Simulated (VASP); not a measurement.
Wanted: the native input for a VASP 6.6.1 run.

```yaml
Task: single point
Functional: PBE
Potentials_or_basis: VASP PAW PBE potentials, release 64 (Cu, O)
Cutoff: 520 eV
k_mesh: 18 × 18 × 18
Occupations: gaussian, width 0.1 eV
Spin: no spin polarisation
Dipole_correction: no
Further_INCAR_settings: ALGO = Normal; EDIFF = 1e-07; NBANDS = 25
```

The structure of CuO lies in POSCAR:

```
CuO
1.0
    1.4393879162      0.8310310009      5.3897848601
   -1.4393879162      0.8310310009      5.3897848601
    0.0000000000     -1.6620620018      5.3897848601
Cu O
2 2
Direct
    0.0000000000      0.0000000000      0.0000000000
    0.5000000000      0.5000000000      0.5000000000
    0.1061648437      0.1061648437      0.1061648437
    0.8938351563      0.8938351563      0.8938351563
```

The input as run:

INCAR

```
PREC = Accurate ; ENCUT = 520
EDIFF = 1E-7 ; ISMEAR = 0
SIGMA = 0.1 ; LREAL = F
LASPH = T ; NELM = 80
ALGO = Normal ; ISIF = 2
LWAVE = F ; LCHARG = F
GGA = PE ; NBANDS = 25
```

KPOINTS

```
Automatic mesh
0
Gamma
  18 18 18
```

Potentials or basis: VASP PAW PBE potentials, release 64 (Cu, O).

Command:

```console
$ cat potpaw_PBE.64/Cu/POTCAR potpaw_PBE.64/O/POTCAR > POTCAR
$ mpirun -np 1 vasp_std > vasp.out
```

Results of the run:

| Item | Value |
| --- | --- |
| Pressure | 32.8 GPa |
| Largest force | 0.509 eV/Å |
| Band gap on the k mesh | zero (bands 17 and 18 overlap by 1.11 eV) |

Caveat: the stress differs along the axes, from 25 to 48 GPa; semilocal functionals often make such compounds metallic where correlation or magnetic order opens a gap, which also shifts bond lengths.

It took 15 min on 1 thread of Intel(R) Xeon(R) 6975P-C (Granite Rapids) (shared host), peak memory 0.61 GiB.
